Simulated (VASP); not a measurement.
The system is KTmI4.

```
K Tm I
1.0
     5.31189    3.06682    5.20189
    -5.31189    3.06682    5.20189
     0.00000   -6.13364    5.20189
K Tm I
1 1 4
Direct
  0.11259 0.11259 0.11259
  0.86669 0.86669 0.86669
  0.81279 0.22318 0.81279
  0.81279 0.81279 0.22318
  0.22318 0.81279 0.81279
  0.68862 0.68862 0.68862
```

The cell was generated, and may not be a known phase.

```yaml
Program: VASP 6.6.1
Task: relaxation of cell and atoms
Functional: PBE
Potentials_or_basis: VASP PAW PBE potentials, release 64 (K_sv, Tm_3, I), 4f in core
Cutoff: 500 eV
k_mesh: 3 × 3 × 3
Occupations: gaussian, width 0.02 eV
Spin: no spin polarisation
```

At the start: pressure 0.6 GPa; volume 84.74 Å³/atom.

**Question.** Where does the relaxation end?

**Answer.** Over 22 steps the energy falls by 30.2 meV/atom and the volume is 107.11 Å³/atom (+26.4 %); space group R3m (No. 160, to 0.1 Å) before and after.

The path:
```csv
step,energy change (eV),largest force (eV/Å),pressure (GPa),volume (Å³)
1,0.0000,0.0266,0.59,508.45
2,-0.0525,0.2906,0.09,531.74
3,-0.0546,0.3699,-0.03,538.28
4,-0.0827,0.3175,-0.01,545.89
5,-0.1303,0.1840,0.06,568.87
6,-0.1361,0.3109,0.11,579.13
7,-0.1473,0.4610,-0.03,599.35
8,-0.1492,0.2938,0.01,593.58
9,-0.1591,0.2152,-0.01,602.68
10,-0.1722,0.0973,-0.05,625.43
11,-0.1731,0.1117,-0.06,632.69
12,-0.1729,0.2414,0.13,629.64
13,-0.1757,0.1001,0.03,631.18
14,-0.1790,0.0406,0.03,634.71
15,-0.1800,0.1293,0.03,638.10
16,-0.1794,0.0895,-0.04,646.05
17,-0.1809,0.0329,0.00,641.57
18,-0.1811,0.0269,0.01,641.42
19,-0.1811,0.0410,0.01,641.34
20,-0.1812,0.0287,0.01,641.72
21,-0.1813,0.0052,0.00,642.47
22,-0.1814,0.0065,0.00,642.65
```

Final structure:
```yaml
crystal:
  lattice:
    - [5.91413, 3.41452, 5.30401]
    - [-5.91413, 3.41452, 5.30401]
    - [0.00000, -6.82905, 5.30401]
  atoms:
    - { symbol: K, position: [0.10710, 0.10710, 0.10710] }
    - { symbol: Tm, position: [0.86797, 0.86797, 0.86797] }
    - { symbol: I, position: [0.82570, 0.19852, 0.82570] }
    - { symbol: I, position: [0.82570, 0.82570, 0.19852] }
    - { symbol: I, position: [0.19852, 0.82570, 0.82570] }
    - { symbol: I, position: [0.69165, 0.69165, 0.69165] }
```

Caveat: the volume moved by over 15 % at a fixed basis, so the end points are rough.
